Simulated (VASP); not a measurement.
# Nb (Fd-3m) in VASP: further runs

The runs below take Nb through single point, with PBE.

Program: VASP 6.6.1. These are calculated values, not measurements. Logs are shortened: lines on timing, memory, paths and dates and some standing lists are left out, and cuts for length are marked.

### 1 The cell of the first run

Symmetry: Fd-3m, No. 227, cubic system. Conventional cell: a = 6.027 Å, b = 6.027 Å, c = 6.027 Å, α = 90.00°, β = 90.00°, γ = 90.00°. Nb (site symmetry -43m) has 4 Nb at 2.61 Å within 3.4 Å.

### 2 Single point, PBE

Input file INCAR:

```
SYSTEM = Nb
PREC = Accurate
ENCUT = 520
EDIFF = 1E-6
ISMEAR = -1
SIGMA = 0.06122561905347299
LREAL = .FALSE.
LASPH = .TRUE.
NELM = 80
ALGO = Normal
ISIF = 2
LWAVE = .FALSE.
LCHARG = .TRUE.
GGA = PE
LELF = .TRUE.
LVHAR = .TRUE.
NBANDS = 20
```

Input file KPOINTS:

```
regular mesh
0
G
  11 11 11
  0 0 0
```

Input file POSCAR:

```
Nb
1.0
    0.0000000000      3.0137474067      3.0137474067
    3.0137474067      0.0000000000      3.0137474067
    3.0137474067      3.0137474067      0.0000000000
Nb
2
Direct
    0.0000000000      0.0000000000      0.0000000000
    0.2500000000      0.2500000000      0.2500000000
```

Potentials or basis: VASP PAW PBE potentials, release 64 (Nb_sv).

Run with:

```sh
$ cat potpaw_PBE.64/Nb_sv/POTCAR > POTCAR
$ mpirun -np 1 vasp_std > vasp.out
```

OUTCAR:

```text
SYSTEM = Nb
   PREC = Accurate
   ENCUT = 520
   EDIFF = 1E-6
   ISMEAR = -1
   LREAL = .FALSE.
   LASPH = .TRUE.
   NELM = 80
   ISIF = 2
   GGA = PE

 ion  position               nearest neighbor table
   1  0.000  0.000  0.000-   2 2.61   2 2.61   2 2.61   2 2.61
   2  0.250  0.250  0.250-   1 2.61   1 2.61   1 2.61   1 2.61

  LATTYP: Found a face centered cubic cell.
 ALAT       =     6.0274948134

  Lattice vectors:

 A1 = (   0.0000000000,   3.0137474067,   3.0137474067)
 A2 = (   3.0137474067,   0.0000000000,   3.0137474067)
 A3 = (   3.0137474067,   3.0137474067,   0.0000000000)

Analysis of symmetry for initial positions (statically):
=====================================================================
 Subroutine PRICEL returns:
 Original cell was already a primitive cell.

 Routine SETGRP: Setting up the symmetry group for a
 face centered cubic supercell.

 Subroutine GETGRP returns: Found 48 space group operations
 (whereof 24 operations were pure point group operations)
 out of a pool of 48 trial point group operations.

The static configuration has the point symmetry T_d .
 The point group associated with its full space group is O_h .

Analysis of symmetry for dynamics (positions and initial velocities):
=====================================================================
 Subroutine PRICEL returns:
 Original cell was already a primitive cell.

 Routine SETGRP: Setting up the symmetry group for a
 face centered cubic supercell.

 Subroutine GETGRP returns: Found 48 space group operations
 (whereof 24 operations were pure point group operations)
 out of a pool of 48 trial point group operations.

The dynamic configuration has the point symmetry T_d .
 The point group associated with its full space group is O_h .

 Subroutine INISYM returns: Found 48 space group operations
 (whereof 24 operations are pure point group operations),
 and found     1 'primitive' translations

----------------------------------------------------------------------------------------

                                     Primitive cell

  volume of cell :      54.7458

  direct lattice vectors                    reciprocal lattice vectors
     0.000000000  3.013747407  3.013747407    -0.165906406  0.165906406  0.165906406
     3.013747407  0.000000000  3.013747407     0.165906406 -0.165906406  0.165906406
     3.013747407  3.013747407  0.000000000     0.165906406  0.165906406 -0.165906406

  length of vectors
     4.262082456  4.262082456  4.262082456     0.287358324  0.287358324  0.287358324

  position of ions in fractional coordinates (direct lattice)
[... 8 lines left out ...]
----------------------------------------------------------------------------------------

 KPOINTS: regular mesh

Automatic generation of k-mesh.
 Grid dimensions read from file:
 generate k-points for:   11   11   11

 Generating k-lattice:

  Cartesian coordinates                     Fractional coordinates (reciprocal lattice)
    -0.015082401  0.015082401  0.015082401     0.090909091  0.000000000  0.000000000
     0.015082401 -0.015082401  0.015082401     0.000000000  0.090909091  0.000000000
     0.015082401  0.015082401 -0.015082401     0.000000000  0.000000000  0.090909091

  Length of vectors
     0.026123484  0.026123484  0.026123484

  Shift w.r.t. Gamma in fractional coordinates (k-lattice)
     0.000000000  0.000000000  0.000000000

 Subroutine IBZKPT returns following result:
 ===========================================

 Found     56 irreducible k-points:

 Following reciprocal coordinates:
            Coordinates               Weight
  0.000000  0.000000  0.000000      1.000000
  0.090909  0.000000  0.000000      8.000000
  0.181818  0.000000  0.000000      8.000000
  0.272727  0.000000  0.000000      8.000000
  0.363636  0.000000  0.000000      8.000000
  0.454545  0.000000  0.000000      8.000000
[... 16 lines left out ...]
 -0.272727  0.181818  0.000000     24.000000
 -0.181818  0.181818  0.000000     12.000000
 [... further k-points ...]
   k-points           NKPTS =     56   k-points in BZ     NKDIM =     56   number of bands    NBANDS=     20
   number of dos      NEDOS =    301   number of ions     NIONS =      2
   total plane-waves  NPLWV =  32768
   dimension x,y,z NGX =    32 NGY =   32 NGZ =   32
   dimension x,y,z NGXF=    64 NGYF=   64 NGZF=   64
   ions per type =               2
   NGX,Y,Z   is equivalent  to a cutoff of  12.48, 12.48, 12.48 a.u.
   NGXF,Y,Z  is equivalent  to a cutoff of  24.96, 24.96, 24.96 a.u.
 SYSTEM =  Nb
   PREC   = accura    normal or accurate (medium, high low for compatibility)
   ISTART =      0    job   : 0-new  1-cont  2-samecut
   ICHARG =      2    charge: 1-file 2-atom 10-const
   ISPIN  =      1    spin polarized calculation?
   LNONCOLLINEAR =      F non collinear calculations
   LSORBIT =      F    spin-orbit coupling
   LASPH  =      T    aspherical Exc in radial PAW
   ENCUT  =  520.0 eV  38.22 Ry    6.18 a.u.   7.92  7.92  7.92*2*pi/ulx,y,z
   NELM   =     80;   NELMIN=  2; NELMDL= -5     # of ELM steps
   EDIFF  = 0.1E-05   stopping-criterion for ELM
   LREAL  =      F    real-space projection
   EDIFFG = 0.1E-04   stopping-criterion for IOM
   NSW    =      0    number of steps for IOM
   IBRION =     -1    ionic relax: 0-MD 1-quasi-New 2-CG
   NFREE  =      0    steps in history (QN), initial steepest desc. (CG)
   ISIF   =      2    stress and relaxation
   ISYM   =      2    0-nonsym 1-usesym 2-fastsym
   POTIM  = 0.5000    time-step for ionic-motion
   TEBEG  =    0.0;   TEEND  =   0.0 temperature during run
   PSTRESS=    0.0 pullay stress
   NELECT =      26.0000    total number of electrons
   NUPDOWN=      -1.0000    fix difference up-down
   EMIN   =  10.00;   EMAX   =-10.00  energy-range for DOS
   EFERMI =   0.00;   METHOD = LEGACY
   ISMEAR =    -1;   SIGMA  =   0.06  broadening in eV -4-tet -1-fermi 0-gaus
   EFERMI_NEDOS =   21; number of points for ismear=-14 and -15
   IALGO  =     38    algorithm
   IMIX   =      4    mixing-type and parameters
     AMIX     =   0.40;   BMIX     =  1.00
     AMIX_MAG =   1.60;   BMIX_MAG =  1.00
  volume/ion in A,a.u.               =      27.37       184.72
  Fermi-wavevector in a.u.,A,eV,Ry     =   1.277269  2.413689 22.196770  1.631417
  Thomas-Fermi vector in A             =   2.409878
   LORBIT       =      0    0 simple, 1 ext, 2 COOP (PROOUT), +10 PAW based schemes
   GGA     = PE    functional components
[... 5 lines left out ...]
 non-spin polarized calculation
  energy-cutoff  :      520.00
  volume of cell :       54.75
 maximum number of plane-waves:      1485
   NGX = 15   NGY = 15   NGZ = 15

 number of electron      25.9999997 magnetization

 Free energy of the ion-electron system (eV)
  ---------------------------------------------------
  ext. energy  EPLUGINS =         0.00000000
  ---------------------------------------------------
  free energy    TOTEN  =       -15.33966196 eV

  energy without entropy =      -15.29068107  energy(sigma->0) =      -15.31517152

 E-fermi :   6.1046     XC(G=0): -10.0524

 val. band max:        6.1005155321   @ k =  -0.4545   0.1818   0.0909
 cond. band min:       6.1235593299   @ k =  -0.4545   0.3636   0.0000
 fundamental gap:      0.0230437978
 Fermi energy:         6.1046248377

 k-point     1 :       0.0000    0.0000    0.0000
  band No.  band energies     occupation
      1     -48.3825      2.00000
      2     -47.8259      2.00000
      3     -24.7366      2.00000
      4     -24.7366      2.00000
      5     -24.7366      2.00000
      6     -23.7734      2.00000
[... 12 lines left out ...]
     19      11.0095      0.00000
     20      16.4036      0.00000

 k-point     2 :       0.0909    0.0000    0.0000
  band No.  band energies     occupation
      1     -48.3743      2.00000
      2     -47.8345      2.00000
      3     -24.7466      2.00000
      4     -24.7466      2.00000
      5     -24.7360      2.00000
      6     -23.7744      2.00000
[... 12 lines left out ...]
     19      10.9883      0.00000
     20      15.8809      0.00000

 k-point     3 :       0.1818    0.0000    0.0000
  band No.  band energies     occupation
      1     -48.3510      2.00000
      2     -47.8592      2.00000
      3     -24.7722      2.00000
      4     -24.7722      2.00000
      5     -24.7349      2.00000
      6     -23.7765      2.00000
[... 12 lines left out ...]
     19      10.9155      0.00000
     20      15.3298      0.00000

 k-point     4 :       0.2727    0.0000    0.0000
  band No.  band energies     occupation
      1     -48.3163      2.00000
      2     -47.8956      2.00000
      3     -24.8038      2.00000
      4     -24.8038      2.00000
      5     -24.7342      2.00000
      6     -23.7783      2.00000
[... 12 lines left out ...]
     19      10.7668      0.00000
     20      13.7892      0.00000

 k-point     5 :       0.3636    0.0000    0.0000
  band No.  band energies     occupation
      1     -48.2781      2.00000
      2     -47.9354      2.00000
      3     -24.8311      2.00000
      4     -24.8311      2.00000
      5     -24.7344      2.00000
      6     -23.7790      2.00000
[... 12 lines left out ...]
     19      10.5276      0.00000
     20      12.1218      0.00000
[... 353 lines left out ...]
      6     -23.9361      2.00000
[... 12 lines left out ...]
     19      10.4203      0.00000
     20      10.9190      0.00000

 k-point    22 :      -0.3636    0.1818    0.0000
  band No.  band energies     occupation
      1     -48.2303      2.00000
      2     -47.9846      2.00000
      3     -24.9412      2.00000
      4     -24.8625      2.00000
      5     -24.5912      2.00000
      6     -23.9182      2.00000
[... 12 lines left out ...]
     19      10.8883      0.00000
     20      11.3708      0.00000

 k-point    23 :      -0.2727    0.1818    0.0000
  band No.  band energies     occupation
      1     -48.2651      2.00000
      2     -47.9488      2.00000
      3     -24.9182      2.00000
      4     -24.8336      2.00000
      5     -24.6249      2.00000
      6     -23.8848      2.00000
[... 12 lines left out ...]
     19      11.1462      0.00000
     20      12.6633      0.00000

 k-point    24 :      -0.1818    0.1818    0.0000
  band No.  band energies     occupation
      1     -48.3031      2.00000
      2     -47.9093      2.00000
      3     -24.8755      2.00000
      4     -24.8022      2.00000
      5     -24.6671      2.00000
      6     -23.8436      2.00000
[... 12 lines left out ...]
     19      11.2066      0.00000
     20      14.2684      0.00000

 [... further k-points ...]

------------------------ aborting loop because EDIFF is reached ----------------------------------------

  FORCE on cell =-STRESS in cart. coord.  units (eV):
  Direction    XX          YY          ZZ          XY          YZ          ZX
  --------------------------------------------------------------------------------------
  -------------------------------------------------------------------------------------
  Total       -1.2049160     -1.2049160     -1.2049160      0.0000000      0.0000000     -0.0000000
  in kB      -35.2628000    -35.2628000    -35.2628000      0.0000000      0.0000000     -0.0000000
  external PRESSURE =     -35.2628000 kB  Pullay stress =       0.0000000 kB

 VOLUME and BASIS-vectors are now :
 -----------------------------------------------------------------------------
  energy-cutoff  :      520.00
  volume of cell :       54.75
      direct lattice vectors                 reciprocal lattice vectors
     0.000000000  3.013747407  3.013747407    -0.165906406  0.165906406  0.165906406
     3.013747407  0.000000000  3.013747407     0.165906406 -0.165906406  0.165906406
     3.013747407  3.013747407  0.000000000     0.165906406  0.165906406 -0.165906406

 POSITION                                       TOTAL-FORCE (eV/Angst)
 -----------------------------------------------------------------------------------
      0.00000      0.00000      0.00000        -0.000000     -0.000000     -0.000000
      1.50687      1.50687      1.50687         0.000000      0.000000      0.000000
 -----------------------------------------------------------------------------------
    total drift:                               -0.000000      0.000000      0.000000

  FREE ENERGIE OF THE ION-ELECTRON SYSTEM (eV)
  ---------------------------------------------------
  free  energy   TOTEN  =       -15.3396619635 eV

  energy  without entropy=      -15.2906810706  energy(sigma->0) =      -15.31517152
```

Run time: 71 s. Hardware: 1 thread of AMD EPYC 7R43 (Zen 3), shared host; peak memory 0.16 GiB.

What came out:

| Quantity | Value |
| --- | --- |
| Free energy | -15.3397 eV |
| Pressure | -3.5 GPa |
| Band gap on the k mesh | zero (band 13 reaches 6.38 eV, above the bottom of band 14 at 5.50 eV) |

(Continued in part 2 of 2.)
